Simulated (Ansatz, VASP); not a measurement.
Two plane-wave programs on HfO3

The input INCAR:

```
PREC = Accurate
ENCUT = 600
EDIFF = 1E-7
ISMEAR = 0
SIGMA = 0.1
LREAL = False
LASPH = True
NELM = 80
ALGO = Normal
ISIF = 3
LWAVE = False
LCHARG = False
GGA = PE
IBRION = 2
NSW = 100
EDIFFG = -0.01
```

Contents of KPOINTS:

```
Automatic mesh
0
Gamma
  14 14 14
```

POSCAR

```
HfO3
1.0
    3.3236241575      0.0000000000      0.0000000000
    0.0000000000      3.3236241575      0.0000000000
    0.0000000000      0.0000000000      3.3236241575
Hf O
1 3
Direct
    0.0000000000      0.0000000000      0.0000000000
    0.0000000000      0.5000000000      0.5000000000
    0.5000000000      0.0000000000      0.5000000000
    0.5000000000      0.5000000000      0.0000000000
```

Input for Ansatz:

```yaml
crystal:
  lattice:
    - [3.3236241575, 0.0, 0.0]
    - [0.0, 3.3236241575, 0.0]
    - [0.0, 0.0, 3.3236241575]
  atoms:
    - { symbol: Hf, position: [0.0, 0.0, 0.0] }
    - { symbol: O, position: [0.0, 0.5, 0.5] }
    - { symbol: O, position: [0.5, 0.0, 0.5] }
    - { symbol: O, position: [0.5, 0.5, 0.0] }
basis:
  ecutwfc: 420
kpoints:
  mp_grid: { grid: [14, 14, 14] }
hamiltonian:
  xc: pbe
scf:
  occupations: { method: gaussian, width: 0.1 }
output:
  forces: true
  stress: true
  eigenvalues: true
relax:
  adjacent_minimum: "off"
  f_tol: 0.01
  max_steps: 80
  cell: { stress_tol: 0.05 }
```

Alike in both runs: task relaxation of cell and atoms; functional PBE; k mesh 14 × 14 × 14; occupations gaussian, width 0.1 eV; no spin polarisation.

|  | VASP | Ansatz |
| --- | --- | --- |
| version | VASP 6.6.1 | Ansatz 0.2.0 |
| potentials or method | VASP PAW PBE potentials, release 64 (Hf_pv, O), cutoff 600 eV | scalar-relativistic, plane waves, PAW |
| valence electrons in the cell | 28 | 44 |

Ansatz gave:

* gap on the k mesh at the Fermi level, each at its own relaxed structure (eV): none
* relaxed volume (Å³/atom): 9.18
* relaxed cell length with the largest relative difference (Å): 3.324

Task: What did VASP give for the same quantities?

Result: gap on the k mesh at the Fermi level, each at its own relaxed structure (eV): none; relaxed volume (Å³/atom): 9.04; relaxed cell length with the largest relative difference (Å): 3.307.

A gap of «none» marks a metal or a gap that the smearing closes. VASP's potentials hold 28 valence electrons a cell and Ansatz's 44, so a difference there can come from the potentials and not from the codes.

Neither program's run includes spin-orbit coupling.
